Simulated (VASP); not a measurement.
A run of VASP 6.6.1 is set up as follows.

Contents of INCAR:

```
ALGO     = Normal         # electronic algorithm
EDIFF    = 1E-6           # SCF threshold, eV
ENCUT    = 520            # plane-wave cutoff, eV
GGA      = PE             # functional
ISIF     = 2              # what is computed and relaxed
ISMEAR   = -1             # smearing method
LASPH    = True           # aspherical terms in the spheres
LCHARG   = False          # write CHGCAR
LREAL    = False          # projectors in reciprocal space
LWAVE    = False          # write WAVECAR
NBANDS   = 16             # bands
NELM     = 100            # most SCF steps
PREC     = Accurate       # precision mode
SIGMA    = 0.08           # smearing width, eV
```

File KPOINTS:

```
k-points
0
Gamma
  15 15 15
```

Contents of POSCAR:

```
AlRu
1.0
    0.0000000000      2.2102238861      2.2102238861
    2.2102238861      0.0000000000      2.2102238861
    2.2102238861      2.2102238861      0.0000000000
Ru Al
1 1
Direct
    0.0000000000      0.0000000000      0.0000000000
    0.5000000000      0.5000000000      0.5000000000
```

Potentials or basis: VASP PAW PBE potentials, release 64 (Ru_pv, Al).

Run with:

```sh
$ cat potpaw_PBE.64/Ru_pv/POTCAR potpaw_PBE.64/Al/POTCAR > POTCAR
$ mpirun -np 1 vasp_std > vasp.out
```

Question: Estimate the pressure.

Answer: 110.6 GPa.
